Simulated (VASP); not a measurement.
Here is a VASP 6.6.1 calculation.

The input INCAR:

```
SYSTEM = TaTi5N6
PREC = Accurate
ENCUT = 520
EDIFF = 1E-6
ISMEAR = 0
SIGMA = 0.1
LREAL = .False.
LASPH = .True.
NELM = 80
ALGO = Normal
ISIF = 2
LWAVE = .False.
LCHARG = .True.
GGA = PE
LELF = .True.
LVHAR = .True.
NBANDS = 62
```

Contents of KPOINTS:

```
Automatic mesh
0
Gamma
  12 12 4
  0 0 0
```

POSCAR

```
TaTi5N6
1.0
    3.0317798000      0.0000000000      0.0000000000
    0.0000000000      3.0317798000      0.0000000000
    0.0000000000      0.0000000000     12.8123042000
Ti Ta N
5 1 6
Direct
    0.0000000000      0.0000000000      0.0000000000
    0.5000000000      0.5000000000      0.1650960000
    0.0000000000      0.0000000000      0.3269490000
    0.0000000000      0.0000000000      0.6730510000
    0.5000000000      0.5000000000      0.8349040000
    0.5000000000      0.5000000000      0.5000000000
    0.0000000000      0.0000000000      0.1644560000
    0.5000000000      0.5000000000      0.3304830000
    0.0000000000      0.0000000000      0.5000000000
    0.5000000000      0.5000000000      0.6695170000
    0.0000000000      0.0000000000      0.8355440000
    0.5000000000      0.5000000000      0.0000000000
```

Potentials or basis: VASP PAW PBE potentials, release 64 (Ti_sv, Ta_pv, N).

Run with:

```console
$ cat potpaw_PBE.64/Ti_sv/POTCAR potpaw_PBE.64/Ta_pv/POTCAR potpaw_PBE.64/N/POTCAR > POTCAR
$ mpirun -np 1 vasp_std > vasp.out
```

(1) Predict the pressure.

(2) What does it give for the largest force?

Answers

(1) 0.5 GPa.

(2) 0.013 eV/Å.
